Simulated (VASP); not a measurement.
A run of VASP 6.6.1:

File INCAR:

```
SYSTEM = InP
  PREC = Accurate
  ENCUT = 500
  EDIFF = 1E-6
  ISMEAR = 0
  SIGMA = 0.01
  LREAL = .False.
  LASPH = .True.
  NELM = 120
  ALGO = Normal
  ISIF = 2
  LWAVE = .False.
  LCHARG = .False.
  GGA = PE
  NBANDS = 16
  GGA_COMPAT = .False.
```

KPOINTS

```
regular mesh
0
Gamma
  8 8 8
  0 0 0
```

POSCAR

```
InP
1.0
    0.0000000000      2.8501715552      2.8501715552
    2.8501715552      0.0000000000      2.8501715552
    2.8501715552      2.8501715552      0.0000000000
In P
1 1
Direct
    0.0000000000      0.0000000000      0.0000000000
    0.2500000000      0.2500000000      0.2500000000
```

Potentials or basis: VASP PAW PBE potentials, release 64 (In_d, P).

Command:

```bash
$ cat potpaw_PBE.64/In_d/POTCAR potpaw_PBE.64/P/POTCAR > POTCAR
$ mpirun -np 1 vasp_std > vasp.out
```

Hardware: 1 thread of Intel(R) Xeon(R) Platinum 8488C (Sapphire Rapids), with other jobs on the host.

How long does it take, and how much memory?

It took 17 s on 1 thread of Intel(R) Xeon(R) Platinum 8488C (Sapphire Rapids), with other jobs on the host, peak memory 0.17 GiB. Counts: scf iterations 13, k points 29.
